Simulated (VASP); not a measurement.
# BeB (Cmcm) in VASP: relaxation of cell and atoms with PBE

Aim: the relaxation of cell and atoms of BeB with PBE.

All numbers are computed with VASP 6.6.1; they aren't measurements. Logs are shortened: lines on timing, memory, paths and dates and some standing lists are left out, and cuts for length are marked.

### 1 The cell of the first run

The structure is orthorhombic, space group Cmcm (No. 63). Conventional cell: a = 3.043 Å, b = 6.639 Å, c = 2.928 Å, α = 90.00°, β = 90.00°, γ = 90.00°. Within 2.6 Å of Be (site symmetry m2m) lie 7 B at 1.99 to 2.17 Å and 6 Be at 2.34 to 2.59 Å. B (site symmetry m2m) has 2 B at 1.68 Å and 7 Be at 1.99 to 2.17 Å within 2.2 Å.

### 2 Relaxation of cell and atoms, PBE

INCAR

```
  ALGO = Normal
  EDIFF = 1E-6
  EDIFFG = -0.01
  ENCUT = 600
  GGA = PE
  IBRION = 2
  ISIF = 3
  ISMEAR = 0
  LASPH = T
  LCHARG = F
  LREAL = F
  LWAVE = F
  NELM = 60
  NSW = 100
  PREC = Accurate
  SIGMA = 0.1
```

KPOINTS

```
k-points
0
Gamma
  16 16 16
```

POSCAR

```
BeB
1.0
    1.5216961574     -3.3196722317      0.0000000000
    1.5216961574      3.3196722317      0.0000000000
    0.0000000000      0.0000000000      2.9276954401
Be B
2 2
Direct
    0.8625312270      0.1374687730      0.2500000000
    0.1374687730      0.8625312270      0.7500000000
    0.5622370483      0.4377629517      0.2500000000
    0.4377629517      0.5622370483      0.7500000000
```

Potentials or basis: VASP PAW PBE potentials, release 64 (Be, B).

Started as:

```sh
$ cat potpaw_PBE.64/Be/POTCAR potpaw_PBE.64/B/POTCAR > POTCAR
$ mpirun -np 1 vasp_std > vasp.out
```

OUTCAR:

```text
EDIFF = 1E-6
   EDIFFG = -0.01
   ENCUT = 600
   GGA = PE
   IBRION = 2
   ISIF = 3
   ISMEAR = 0
   LASPH = T
   LREAL = F
   NELM = 60
   NSW = 100
   PREC = Accurate

 ion  position               nearest neighbor table
   1  0.863  0.137  0.250-   3 1.99   3 2.02   3 2.02   4 2.17   4 2.17   4 2.17   4 2.17   2 2.34
                             2 2.34
   2  0.137  0.863  0.750-   4 1.99   4 2.02   4 2.02   3 2.17   3 2.17   3 2.17   3 2.17   1 2.34
                             1 2.34
   3  0.562  0.438  0.250-   4 1.68   4 1.68   1 1.99   1 2.02   1 2.02   2 2.17   2 2.17   2 2.17
                             2 2.17
   4  0.438  0.562  0.750-   3 1.68   3 1.68   2 1.99   2 2.02   2 2.02   1 2.17   1 2.17   1 2.17
                             1 2.17

  LATTYP: Found a base centered orthorhombic cell.
 ALAT       =     3.0433923148
 B/A-ratio  =     2.1815605011
 C/A-ratio  =     0.9619842391

  Lattice vectors:

 A1 = (   1.5216961574,  -3.3196722317,   0.0000000000)
 A2 = (   1.5216961574,   3.3196722317,   0.0000000000)
 A3 = (   0.0000000000,   0.0000000000,   2.9276954401)

Analysis of symmetry for initial positions (statically):
=====================================================================
 Subroutine PRICEL returns:
 Original cell was already a primitive cell.

 Routine SETGRP: Setting up the symmetry group for a
 base centered orthorhombic supercell.

 Subroutine GETGRP returns: Found  8 space group operations
 (whereof  4 operations were pure point group operations)
 out of a pool of  8 trial point group operations.

The static configuration has the point symmetry C_2h.
 The point group associated with its full space group is D_2h.

Analysis of symmetry for dynamics (positions and initial velocities):
=====================================================================
 Subroutine PRICEL returns:
 Original cell was already a primitive cell.

 Routine SETGRP: Setting up the symmetry group for a
 base centered orthorhombic supercell.

 Subroutine GETGRP returns: Found  8 space group operations
 (whereof  4 operations were pure point group operations)
 out of a pool of  8 trial point group operations.

The dynamic configuration has the point symmetry C_2h.
 The point group associated with its full space group is D_2h.

 Subroutine INISYM returns: Found  8 space group operations
 (whereof  4 operations are pure point group operations),
 and found     1 'primitive' translations

----------------------------------------------------------------------------------------

                                     Primitive cell

  volume of cell :      29.5787

  direct lattice vectors                    reciprocal lattice vectors
     1.521696157 -3.319672232  0.000000000     0.328580708 -0.150617279  0.000000000
     1.521696157  3.319672232  0.000000000     0.328580708  0.150617279  0.000000000
     0.000000000  0.000000000  2.927695440     0.000000000  0.000000000  0.341565583

  length of vectors
     3.651819125  3.651819125  2.927695440     0.361456562  0.361456562  0.341565583

  position of ions in fractional coordinates (direct lattice)
     0.862531227  0.137468773  0.250000000
     0.137468773  0.862531227  0.750000000
     0.562237048  0.437762952  0.250000000
     0.437762952  0.562237048  0.750000000

  ion indices of the primitive-cell ions
   primitive index   ion index
                 1           1
                 2           2
                 3           3
                 4           4

----------------------------------------------------------------------------------------

 KPOINTS: k-points

Automatic generation of k-mesh.
 Grid dimensions read from file:
 generate k-points for:   16   16   16

 Generating k-lattice:

  Cartesian coordinates                     Fractional coordinates (reciprocal lattice)
     0.020536294 -0.009413580  0.000000000     0.062500000  0.000000000  0.000000000
     0.020536294  0.009413580  0.000000000     0.000000000  0.062500000  0.000000000
     0.000000000  0.000000000  0.021347849     0.000000000  0.000000000  0.062500000

  Length of vectors
     0.022591035  0.022591035  0.021347849

  Shift w.r.t. Gamma in fractional coordinates (k-lattice)
     0.000000000  0.000000000  0.000000000

 Subroutine IBZKPT returns following result:
 ===========================================

 Found    657 irreducible k-points:

 Following reciprocal coordinates:
            Coordinates               Weight
  0.000000  0.000000  0.000000      1.000000
  0.062500  0.000000  0.000000      4.000000
  0.125000  0.000000  0.000000      4.000000
  0.187500  0.000000  0.000000      4.000000
  0.250000  0.000000  0.000000      4.000000
  0.312500  0.000000  0.000000      4.000000
[... 16 lines left out ...]
 -0.125000  0.062500  0.000000      4.000000
 -0.062500  0.062500  0.000000      2.000000
 [... further k-points ...]
   k-points           NKPTS =    657   k-points in BZ     NKDIM =    657   number of bands    NBANDS=      9
   number of dos      NEDOS =    301   number of ions     NIONS =      4
   total plane-waves  NPLWV =  21600
   dimension x,y,z NGX =    30 NGY =   30 NGZ =   24
   dimension x,y,z NGXF=    60 NGYF=   60 NGZF=   48
   ions per type =               2   2
   NGX,Y,Z   is equivalent  to a cutoff of  13.66, 13.66, 13.63 a.u.
   NGXF,Y,Z  is equivalent  to a cutoff of  27.31, 27.31, 27.26 a.u.
 SYSTEM =  unknown system
   PREC   = accura    normal or accurate (medium, high low for compatibility)
   ISTART =      0    job   : 0-new  1-cont  2-samecut
   ICHARG =      2    charge: 1-file 2-atom 10-const
   ISPIN  =      1    spin polarized calculation?
   LNONCOLLINEAR =      F non collinear calculations
   LSORBIT =      F    spin-orbit coupling
   LASPH  =      T    aspherical Exc in radial PAW
   ENCUT  =  600.0 eV  44.10 Ry    6.64 a.u.   7.29  7.29  5.85*2*pi/ulx,y,z
   NELM   =     60;   NELMIN=  2; NELMDL= -5     # of ELM steps
   EDIFF  = 0.1E-05   stopping-criterion for ELM
   LREAL  =      F    real-space projection
   EDIFFG = -.1E-01   stopping-criterion for IOM
   NSW    =    100    number of steps for IOM
   IBRION =      2    ionic relax: 0-MD 1-quasi-New 2-CG
   NFREE  =      1    steps in history (QN), initial steepest desc. (CG)
   ISIF   =      3    stress and relaxation
   ISYM   =      2    0-nonsym 1-usesym 2-fastsym
   POTIM  = 0.5000    time-step for ionic-motion
   TEBEG  =    0.0;   TEEND  =   0.0 temperature during run
   PSTRESS=    0.0 pullay stress
   NELECT =      10.0000    total number of electrons
   NUPDOWN=      -1.0000    fix difference up-down
   EMIN   =  10.00;   EMAX   =-10.00  energy-range for DOS
   EFERMI =   0.00;   METHOD = LEGACY
   ISMEAR =     0;   SIGMA  =   0.10  broadening in eV -4-tet -1-fermi 0-gaus
   EFERMI_NEDOS =   21; number of points for ismear=-14 and -15
   IALGO  =     38    algorithm
   IMIX   =      4    mixing-type and parameters
     AMIX     =   0.40;   BMIX     =  1.00
     AMIX_MAG =   1.60;   BMIX_MAG =  1.00
  volume/ion in A,a.u.               =       7.39        49.90
  Fermi-wavevector in a.u.,A,eV,Ry     =   1.140465  2.155166 17.696548  1.300660
  Thomas-Fermi vector in A             =   2.277167
   LORBIT       =      0    0 simple, 1 ext, 2 COOP (PROOUT), +10 PAW based schemes
   GGA     = PE    functional components
   LHFCALC =     F    Hartree Fock is set to
   AEXX    =    0.0000 exact exchange contribution
   IVDW    =     0    specifies the selected vdW correction
   LEPSILON=     F    determine dielectric tensor
   LRPA    =     F    only Hartree local field effects (RPA)
 conjugate gradient relaxation of ions
 non-spin polarized calculation
 Gauss-broadening in eV      SIGMA  =   0.10
  energy-cutoff  :      600.00
  volume of cell :       29.58
 maximum number of plane-waves:      1001
 NGX is ok and might be reduce to    30
   NGX = 15   NGY = 15   NGZ = 11

--------------------------------------- Ionic step        1  -------------------------------------------

 number of electron      10.0000000 magnetization

 Free energy of the ion-electron system (eV)
  ---------------------------------------------------
  ext. energy  EPLUGINS =         0.00000000
  ---------------------------------------------------
  free energy    TOTEN  =       -20.64928808 eV

  energy without entropy =      -20.64539398  energy(sigma->0) =      -20.64734103

------------------------ aborting loop because EDIFF is reached ----------------------------------------

  FORCE on cell =-STRESS in cart. coord.  units (eV):
  Direction    XX          YY          ZZ          XY          YZ          ZX
  --------------------------------------------------------------------------------------
  -------------------------------------------------------------------------------------
  Total       -0.5315156      0.5760775      0.0529396      0.0000000      0.0000000      0.0000000
  in kB      -28.7903903     31.2041567      2.8675572      0.0000000      0.0000000      0.0000000
  external PRESSURE =       1.7604412 kB  Pullay stress =       0.0000000 kB
[... 251 lines left out ...]
  energy  without entropy=      -20.6608515063  energy(sigma->0) =      -20.66260911

--------------------------------------- Ionic step        8  -------------------------------------------

 number of electron      10.0000000 magnetization

 Free energy of the ion-electron system (eV)
  ---------------------------------------------------
  ext. energy  EPLUGINS =         0.00000000
  ---------------------------------------------------
  free energy    TOTEN  =       -20.66438793 eV

  energy without entropy =      -20.66086675  energy(sigma->0) =      -20.66262734

 E-fermi :   6.6035     XC(G=0): -11.2725

 val. band max:        6.6030049270   @ k =   0.5000   0.0625   0.2500
 cond. band min:       6.6036651863   @ k =  -0.4375   0.3750   0.1875
 fundamental gap:      0.0006602592
 Fermi energy:         6.6035072120

 k-point     1 :       0.0000    0.0000    0.0000
  band No.  band energies     occupation
      1      -7.0967      2.00000
      2       2.9494      2.00000
      3       3.4272      2.00000
      4       4.0058      2.00000
      5       5.0710      2.00000
      6       9.9115      0.00000
      7      11.0954      0.00000
      8      11.6840      0.00000
      9      15.5030      0.00000
[... 265 lines left out ...]
 k-point    24 :      -0.0625    0.0625    0.0000
  band No.  band energies     occupation
      1      -7.0642      2.00000
      2       2.2453      2.00000
      3       3.4573      2.00000
      4       4.7530      2.00000
      5       4.9924      2.00000
      6      10.0772      0.00000
      7      11.0542      0.00000
      8      11.7268      0.00000
      9      15.2331      0.00000

 [... further k-points ...]
[... 5 lines left out ...]
  --------------------------------------------------------------------------------------
  -------------------------------------------------------------------------------------
  Total       -0.0115049     -0.0060044      0.0017892      0.0000000      0.0000000      0.0000000
  in kB       -0.6258895     -0.3266505      0.0973354      0.0000000      0.0000000      0.0000000
  external PRESSURE =      -0.2850682 kB  Pullay stress =       0.0000000 kB
[... 19 lines left out ...]
  FREE ENERGIE OF THE ION-ELECTRON SYSTEM (eV)
  ---------------------------------------------------
  free  energy   TOTEN  =       -20.6643879262 eV

  energy  without entropy=      -20.6608667496  energy(sigma->0) =      -20.66262734

 reached required accuracy - stopping structural energy minimisation
```

Wall time 4.2 min (1 thread of Intel Xeon 6975P-C (Granite Rapids), shared host); peak memory 0.34 GiB.

Results:

* Free energy: -20.6644 eV
* Relaxed volume: 7.36 Å³/atom
* Relaxed cell: a = 3.682 Å, b = 3.682 Å, c = 2.923 Å, α = 90.00°, β = 90.00°, γ = 131.99°
* Space group after relaxing (to 0.1 Å): Cmcm (No. 63)
* Energy gained by relaxing: 3.8 meV/atom
* Ionic steps: 8
* Pressure after relaxing: 0.0 GPa
* Largest force after relaxing: 0.003 eV/Å
* Band gap on the k mesh: zero (bands 5 and 6 overlap by 6.44 eV)

Forces on the atoms (eV/Å):
```
Be   0.000 -0.002  0.000
Be   0.000  0.002  0.000
B    0.000  0.003  0.000
B    0.000 -0.003  0.000
```

Step by step:
| step | energy change (eV) | largest force (eV/Å) | pressure (GPa) | volume (Å³) |
| --- | --- | --- | --- | --- |
| 1 | 0.0000 | 0.2279 | 0.18 | 29.58 |
| 2 | -0.0102 | 0.1039 | -0.87 | 29.61 |
| 3 | -0.0107 | 0.1794 | -1.15 | 29.62 |
| 4 | -0.0146 | 0.0567 | 0.23 | 29.39 |
| 5 | -0.0147 | 0.0411 | 0.49 | 29.35 |
| 6 | -0.0151 | 0.0170 | 0.07 | 29.43 |
| 7 | -0.0151 | 0.0134 | 0.01 | 29.44 |
| 8 | -0.0151 | 0.0032 | -0.03 | 29.45 |

Final structure:
```yaml
crystal:
  lattice:
    - [1.49792, -3.36344, 0.00000]
    - [1.49792, 3.36344, 0.00000]
    - [0.00000, 0.00000, 2.92276]
  atoms:
    - { symbol: Be, position: [0.85836, 0.14164, 0.25000] }
    - { symbol: Be, position: [0.14164, 0.85836, 0.75000] }
    - { symbol: B, position: [0.56289, 0.43711, 0.25000] }
    - { symbol: B, position: [0.43711, 0.56289, 0.75000] }
```
